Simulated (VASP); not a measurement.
# MgS (I-4m2) in VASP: notebook

The runs below take MgS through single point, with PBE, HSE06.

All numbers are computed with VASP 6.6.1; they aren't measurements. Logs are shortened: lines on timing, memory, paths and dates and some standing lists are left out, and cuts for length are marked.

## 1. The cell of the first run

It takes space group I-4m2 (No. 119, tetragonal). The conventional cell has a = 4.003 Å, b = 4.003 Å, c = 5.435 Å, α = 90.00°, β = 90.00°, γ = 90.00°. Within 3.2 Å of Mg (site symmetry -4m2) lie 4 S at 2.42 Å. S (site symmetry -4m2) has 4 Mg at 2.42 Å within 3.2 Å.

## 2. Single point, PBE (uniaxial z strain -4.0%)

INCAR

```
SYSTEM = MgS
PREC = Accurate
ENCUT = 520
EDIFF = 1E-6
ISMEAR = 0
SIGMA = 0.01
LREAL = .FALSE.
LASPH = .TRUE.
NELM = 80
ALGO = Normal
ISIF = 2
LWAVE = .FALSE.
LCHARG = .FALSE.
GGA = PE
NBANDS = 11
```

KPOINTS

```
Automatic mesh
0
G
  4 4 4
  0 0 0
```

POSCAR

```
MgS
1.0
    0.0000000000      2.8308768412      2.7176417676
    2.8308768412      0.0000000000      2.7176417676
    2.8308768412      2.8308768412      0.0000000000
Mg S
1 1
Direct
    0.0000000000      0.0000000000      0.0000000000
    0.2500000000      0.2500000000      0.2500000000
```

Potentials or basis: VASP PAW PBE potentials, release 64 (Mg, S).

On the command line:

```console
cat potpaw_PBE.64/Mg/POTCAR potpaw_PBE.64/S/POTCAR > POTCAR
mpirun -np 1 vasp_std > vasp.out
```

OUTCAR:

```text
SYSTEM = MgS
   PREC = Accurate
   ENCUT = 520
   EDIFF = 1E-6
   ISMEAR = 0
   LREAL = .FALSE.
   LASPH = .TRUE.
   NELM = 80
   ISIF = 2
   GGA = PE

 ion  position               nearest neighbor table
   1  0.000  0.000  0.000-   2 2.42   2 2.42   2 2.42   2 2.42
   2  0.250  0.250  0.250-   1 2.42   1 2.42   1 2.42   1 2.42

  LATTYP: Found a body centered tetragonal cell.
 ALAT       =     4.0034644222
 C/A-ratio  =     1.3576450199

  Lattice vectors:

 A1 = (   0.0000000000,  -2.8308768412,  -2.7176417676)
 A2 = (   0.0000000000,   2.8308768412,  -2.7176417676)
 A3 = (   2.8308768412,   0.0000000000,   2.7176417676)

Analysis of symmetry for initial positions (statically):
=====================================================================
 Subroutine PRICEL returns:
 Original cell was already a primitive cell.

 Routine SETGRP: Setting up the symmetry group for a
 body centered tetragonal supercell.

 Subroutine GETGRP returns: Found  8 space group operations
 (whereof  8 operations were pure point group operations)
 out of a pool of 16 trial point group operations.

The static configuration has the point symmetry D_2d.

Analysis of symmetry for dynamics (positions and initial velocities):
=====================================================================
 Subroutine PRICEL returns:
 Original cell was already a primitive cell.

 Routine SETGRP: Setting up the symmetry group for a
 body centered tetragonal supercell.

 Subroutine GETGRP returns: Found  8 space group operations
 (whereof  8 operations were pure point group operations)
 out of a pool of 16 trial point group operations.

The dynamic configuration has the point symmetry D_2d.

 Subroutine INISYM returns: Found  8 space group operations
 (whereof  8 operations are pure point group operations),
 and found     1 'primitive' translations

----------------------------------------------------------------------------------------

                                     Primitive cell

  volume of cell :      43.5576

  direct lattice vectors                    reciprocal lattice vectors
     0.000000000  2.830876841  2.717641768    -0.176623721  0.176623721  0.183983042
     2.830876841  0.000000000  2.717641768     0.176623721 -0.176623721  0.183983042
     2.830876841  2.830876841  0.000000000     0.176623721  0.176623721 -0.183983042

  length of vectors
     3.924212082  3.924212082  4.003464422     0.310228363  0.310228363  0.310228363

  position of ions in fractional coordinates (direct lattice)
     0.000000000  0.000000000  0.000000000
     0.250000000  0.250000000  0.250000000

  ion indices of the primitive-cell ions
   primitive index   ion index
                 1           1
                 2           2

----------------------------------------------------------------------------------------

 KPOINTS: Automatic mesh

Automatic generation of k-mesh.
 Grid dimensions read from file:
 generate k-points for:    4    4    4

 Generating k-lattice:

  Cartesian coordinates                     Fractional coordinates (reciprocal lattice)
    -0.044155930  0.044155930  0.045995761     0.250000000  0.000000000  0.000000000
     0.044155930 -0.044155930  0.045995761     0.000000000  0.250000000  0.000000000
     0.044155930  0.044155930 -0.045995761     0.000000000  0.000000000  0.250000000

  Length of vectors
     0.077557091  0.077557091  0.077557091

  Shift w.r.t. Gamma in fractional coordinates (k-lattice)
     0.000000000  0.000000000  0.000000000

 Subroutine IBZKPT returns following result:
 ===========================================

 Found     13 irreducible k-points:

 Following reciprocal coordinates:
            Coordinates               Weight
  0.000000  0.000000  0.000000      1.000000
  0.250000  0.000000  0.000000      8.000000
  0.500000  0.000000  0.000000      4.000000
  0.250000  0.250000  0.000000      2.000000
  0.500000  0.250000  0.000000      8.000000
 -0.250000  0.250000  0.000000      4.000000
  0.500000  0.500000  0.000000      1.000000
  0.250000  0.000000  0.250000      4.000000
  0.500000  0.000000  0.250000     16.000000
 -0.250000 -0.000000  0.250000      8.000000
 -0.250000  0.500000  0.250000      4.000000
  0.500000  0.000000  0.500000      2.000000
 -0.250000  0.250000  0.500000      2.000000
   k-points           NKPTS =     13   k-points in BZ     NKDIM =     13   number of bands    NBANDS=     11
   number of dos      NEDOS =    301   number of ions     NIONS =      2
   total plane-waves  NPLWV =  27000
   dimension x,y,z NGX =    30 NGY =   30 NGZ =   30
   dimension x,y,z NGXF=    60 NGYF=   60 NGZF=   60
   ions per type =               1   1
   NGX,Y,Z   is equivalent  to a cutoff of  12.71, 12.71, 12.46 a.u.
   NGXF,Y,Z  is equivalent  to a cutoff of  25.42, 25.42, 24.92 a.u.
 SYSTEM =  MgS
   PREC   = accura    normal or accurate (medium, high low for compatibility)
   ISTART =      0    job   : 0-new  1-cont  2-samecut
   ICHARG =      2    charge: 1-file 2-atom 10-const
   ISPIN  =      1    spin polarized calculation?
   LNONCOLLINEAR =      F non collinear calculations
   LSORBIT =      F    spin-orbit coupling
   LASPH  =      T    aspherical Exc in radial PAW
   ENCUT  =  520.0 eV  38.22 Ry    6.18 a.u.   7.30  7.30  7.44*2*pi/ulx,y,z
   NELM   =     80;   NELMIN=  2; NELMDL= -5     # of ELM steps
   EDIFF  = 0.1E-05   stopping-criterion for ELM
   LREAL  =      F    real-space projection
   EDIFFG = 0.1E-04   stopping-criterion for IOM
   NSW    =      0    number of steps for IOM
   IBRION =     -1    ionic relax: 0-MD 1-quasi-New 2-CG
   NFREE  =      0    steps in history (QN), initial steepest desc. (CG)
   ISIF   =      2    stress and relaxation
   ISYM   =      2    0-nonsym 1-usesym 2-fastsym
   POTIM  = 0.5000    time-step for ionic-motion
   TEBEG  =    0.0;   TEEND  =   0.0 temperature during run
   PSTRESS=    0.0 pullay stress
   NELECT =       8.0000    total number of electrons
   NUPDOWN=      -1.0000    fix difference up-down
   EMIN   =  10.00;   EMAX   =-10.00  energy-range for DOS
   EFERMI =   0.00;   METHOD = LEGACY
   ISMEAR =     0;   SIGMA  =   0.01  broadening in eV -4-tet -1-fermi 0-gaus
   EFERMI_NEDOS =   21; number of points for ismear=-14 and -15
   IALGO  =     38    algorithm
   IMIX   =      4    mixing-type and parameters
     AMIX     =   0.40;   BMIX     =  1.00
     AMIX_MAG =   1.60;   BMIX_MAG =  1.00
  volume/ion in A,a.u.               =      21.78       146.97
  Fermi-wavevector in a.u.,A,eV,Ry     =   0.930572  1.758527 11.782166  0.865965
  Thomas-Fermi vector in A             =   2.056975
   LORBIT       =      0    0 simple, 1 ext, 2 COOP (PROOUT), +10 PAW based schemes
   GGA     = PE    functional components
   LHFCALC =     F    Hartree Fock is set to
   AEXX    =    0.0000 exact exchange contribution
   IVDW    =     0    specifies the selected vdW correction
   LEPSILON=     F    determine dielectric tensor
   LRPA    =     F    only Hartree local field effects (RPA)
 non-spin polarized calculation
 Gauss-broadening in eV      SIGMA  =   0.01
  energy-cutoff  :      520.00
  volume of cell :       43.56
 maximum number of plane-waves:      1202
 NGX is ok and might be reduce to    30
   NGX = 15   NGY = 15   NGZ = 15

 number of electron       7.9999999 magnetization

 Free energy of the ion-electron system (eV)
  ---------------------------------------------------
  ext. energy  EPLUGINS =         0.00000000
  ---------------------------------------------------
  free energy    TOTEN  =        -8.42735653 eV

  energy without entropy =       -8.42735653  energy(sigma->0) =       -8.42735653

 E-fermi :   1.5253     XC(G=0):  -8.5443

 val. band max:        1.4059580438   @ k =   0.0000   0.0000   0.0000
 cond. band min:       4.9927978831   @ k =   0.0000   0.0000   0.0000
 fundamental gap:      3.5868398393
 Fermi energy:         1.5253151608

 k-point     1 :       0.0000    0.0000    0.0000
  band No.  band energies     occupation
      1     -10.0666      2.00000
      2       1.3068      2.00000
      3       1.3068      2.00000
      4       1.4060      2.00000
      5       4.9928      0.00000
      6       9.3777      0.00000
      7       9.3777      0.00000
      8       9.4209      0.00000
      9      11.9029      0.00000
     10      12.5593      0.00000
     11      15.1596      0.00000

 k-point     2 :       0.2500    0.0000    0.0000
  band No.  band energies     occupation
      1      -9.7255      2.00000
      2      -0.5851      2.00000
      3       1.0889      2.00000
      4       1.2276      2.00000
      5       6.4962      0.00000
      6       9.2552      0.00000
      7       9.4375      0.00000
      8       9.7802      0.00000
      9      11.8113      0.00000
     10      11.9016      0.00000
     11      13.8430      0.00000

 k-point     3 :       0.5000    0.0000    0.0000
  band No.  band energies     occupation
      1      -9.3207      2.00000
      2      -1.9317      2.00000
      3       0.8978      2.00000
      4       1.0997      2.00000
      5       6.5694      0.00000
      6       8.8277      0.00000
      7       9.2614      0.00000
      8      10.1464      0.00000
      9      14.4438      0.00000
     10      14.5024      0.00000
     11      14.8643      0.00000

 k-point     4 :       0.2500    0.2500    0.0000
  band No.  band energies     occupation
      1      -9.5899      2.00000
      2      -0.4036      2.00000
      3       0.6541      2.00000
      4       0.6541      2.00000
      5       6.6831      0.00000
      6       7.8324      0.00000
      7      10.2287      0.00000
      8      10.9308      0.00000
      9      10.9308      0.00000
     10      13.0361      0.00000
     11      17.0728      0.00000

 k-point     5 :       0.5000    0.2500    0.0000
  band No.  band energies     occupation
      1      -9.1851      2.00000
      2      -1.4003      2.00000
      3       0.0046      2.00000
      4       0.4757      2.00000
      5       6.4997      0.00000
      6       8.3126      0.00000
      7      10.1659      0.00000
      8      10.6117      0.00000
      9      13.2952      0.00000
     10      14.9582      0.00000
     11      16.3519      0.00000

 k-point     6 :      -0.2500    0.2500    0.0000
  band No.  band energies     occupation
      1      -9.3468      2.00000
      2      -1.1426      2.00000
      3      -0.0425      2.00000
      4       0.8697      2.00000
      5       7.6536      0.00000
      6       8.3220      0.00000
      7       9.6706      0.00000
      8      10.0370      0.00000
      9      11.4194      0.00000
     10      14.5826      0.00000
     11      15.6749      0.00000

 k-point     7 :       0.5000    0.5000    0.0000
  band No.  band energies     occupation
      1      -9.0334      2.00000
      2      -1.4600      2.00000
      3       0.1265      2.00000
      4       0.1265      2.00000
      5       5.1214      0.00000
      6       6.8349      0.00000
      7      13.2128      0.00000
      8      13.8390      0.00000
      9      13.8390      0.00000
     10      15.3732      0.00000
     11      15.4729      0.00000

 k-point     8 :       0.2500    0.0000    0.2500
  band No.  band energies     occupation
      1      -9.6250      2.00000
      2      -0.4955      2.00000
      3       0.7752      2.00000
      4       0.8040      2.00000
      5       6.5710      0.00000
      6       8.0159      0.00000
      7       9.7512      0.00000
      8      10.8320      0.00000
      9      11.1819      0.00000
     10      13.3963      0.00000
     11      16.7681      0.00000

 k-point     9 :       0.5000    0.0000    0.2500
  band No.  band energies     occupation
      1      -9.2192      2.00000
      2      -1.4316      2.00000
      3      -0.0639      2.00000
      4       0.6571      2.00000
      5       6.6155      0.00000
      6       8.4989      0.00000
      7       9.9902      0.00000
      8      10.8597      0.00000
      9      13.2709      0.00000
     10      14.7691      0.00000
     11      16.1681      0.00000

 k-point    10 :      -0.2500   -0.0000    0.2500
  band No.  band energies     occupation
      1      -9.3395      2.00000
      2      -1.2035      2.00000
      3      -0.1661      2.00000
      4       1.0297      2.00000
      5       7.8617      0.00000
      6       8.3505      0.00000
      7       9.3500      0.00000
      8      10.2621      0.00000
      9      11.4877      0.00000
     10      15.0458      0.00000
     11      15.9884      0.00000

 k-point    11 :      -0.2500    0.5000    0.2500
  band No.  band energies     occupation
      1      -9.0598      2.00000
      2      -1.0464      2.00000
      3      -0.5755      2.00000
      4      -0.0568      2.00000
      5       6.8041      0.00000
      6       9.2960      0.00000
      7       9.6769      0.00000
      8       9.8767      0.00000
      9      14.3901      0.00000
     10      15.5407      0.00000
     11      15.5560      0.00000

 k-point    12 :       0.5000    0.0000    0.5000
  band No.  band energies     occupation
      1      -9.1030      2.00000
      2      -1.6559      2.00000
      3       0.3156      2.00000
      4       0.3390      2.00000
      5       5.2154      0.00000
      6       7.1344      0.00000
      7      12.7143      0.00000
      8      13.6001      0.00000
      9      14.4264      0.00000
     10      15.0827      0.00000
     11      15.3907      0.00000

 k-point    13 :      -0.2500    0.2500    0.5000
  band No.  band energies     occupation
      1      -9.0897      2.00000
      2      -1.0552      2.00000
      3      -0.5981      2.00000
      4      -0.0625      2.00000
      5       7.0782      0.00000
      6       9.6218      0.00000
      7       9.7222      0.00000
      8      10.3771      0.00000
      9      14.1719      0.00000
     10      15.0387      0.00000
     11      15.1992      0.00000

------------------------ aborting loop because EDIFF is reached ----------------------------------------

  FORCE on cell =-STRESS in cart. coord.  units (eV):
  Direction    XX          YY          ZZ          XY          YZ          ZX
  --------------------------------------------------------------------------------------
  -------------------------------------------------------------------------------------
  Total        0.9272019      0.9272019      1.0980835      0.0000000      0.0000000      0.0000000
  in kB       34.1052122     34.1052122     40.3907367      0.0000000      0.0000000      0.0000000
  external PRESSURE =      36.2003871 kB  Pullay stress =       0.0000000 kB

 VOLUME and BASIS-vectors are now :
 -----------------------------------------------------------------------------
  energy-cutoff  :      520.00
  volume of cell :       43.56
      direct lattice vectors                 reciprocal lattice vectors
     0.000000000  2.830876841  2.717641768    -0.176623721  0.176623721  0.183983042
     2.830876841  0.000000000  2.717641768     0.176623721 -0.176623721  0.183983042
     2.830876841  2.830876841  0.000000000     0.176623721  0.176623721 -0.183983042

 POSITION                                       TOTAL-FORCE (eV/Angst)
 -----------------------------------------------------------------------------------
      0.00000      0.00000      0.00000        -0.000000     -0.000000     -0.000000
      1.41544      1.41544      1.35882         0.000000      0.000000      0.000000
 -----------------------------------------------------------------------------------
    total drift:                               -0.000000     -0.000000     -0.000000

  FREE ENERGIE OF THE ION-ELECTRON SYSTEM (eV)
  ---------------------------------------------------
  free  energy   TOTEN  =        -8.4273565349 eV

  energy  without entropy=       -8.4273565349  energy(sigma->0) =       -8.42735653
```

Wall time 13 s (1 thread of Intel Xeon Platinum 8375C at 2.90GHz (Ice Lake), shared host); peak memory 0.16 GiB.

Results:

```yaml
Free_energy: -8.4274 eV
Pressure: 3.6 GPa
Band_gap_on_the_k_mesh: 3.59 eV, direct
```

Caveat: the k points lie up to 0.49 Å⁻¹ apart; the cell differs from its parent crystal (uniaxial z strain -4.0%).

## 3. Single point, HSE06 (uniaxial z strain -4.0%)

POSCAR is that of step 2.

INCAR.step1

```
ALGO = Normal
EDIFF = 1E-5
ENCUT = 520
GGA = PE
ISIF = 2
ISMEAR = 0
LASPH = T
LCHARG = F
LREAL = F
LWAVE = T
NBANDS = 11
NELM = 100
PREC = Accurate
SIGMA = 0.01
```

INCAR.step2

```
ALGO = Normal
EDIFF = 1E-6
ENCUT = 520
GGA = PE
HFSCREEN = 0.2079
ISIF = 2
ISMEAR = 0
ISTART = 1
LASPH = T
LCHARG = F
LHFCALC = T
LREAL = F
LWAVE = F
NBANDS = 11
NELM = 100
PREC = Accurate
PRECFOCK = Normal
SIGMA = 0.01
```

KPOINTS

```
k-points
0
Gamma
  6 6 6
```

Potentials or basis: VASP PAW PBE potentials, release 64 (Mg, S).

On the command line:

```console
cat potpaw_PBE.64/Mg/POTCAR potpaw_PBE.64/S/POTCAR > POTCAR
cp INCAR.step1 INCAR
mpirun -np 1 vasp_std > vasp.out
cp INCAR.step2 INCAR
mpirun -np 1 vasp_std > vasp.out
```

Wall time 26 min (1 thread of Intel Xeon Platinum 8375C at 2.90GHz (Ice Lake), shared host); peak memory 0.29 GiB.

Results (log left out):

* Free energy: -9.8297 eV
* Pressure: 2.5 GPa
* Band gap on the k mesh: 4.66 eV, direct

Stress tensor (GPa, compression positive):
```
2.22 0.00 0.00
0.00 2.22 0.00
0.00 0.00 2.92
```

Levels at points of the mesh, in eV from the valence-band top:
```csv
k point,band 2,band 3,band 4,band 5,band 6,band 7
"(0.00, 0.00, 0.00)",-0.10,-0.10,0.00,4.66,9.22,9.22
"(0.50, 0.00, 0.00)",-3.62,-0.55,-0.33,6.29,8.62,9.08
"(0.50, 0.50, 0.00)",-3.11,-1.39,-1.39,4.69,6.53,13.32
"(0.50, 0.00, 0.50)",-3.32,-1.19,-1.16,4.79,6.84,12.80
```

Caveat: the cell differs from its parent crystal (uniaxial z strain -4.0%); the PAW data sets were made with another functional, which shifts forces and pressure a little. A k mesh can miss the band edges.
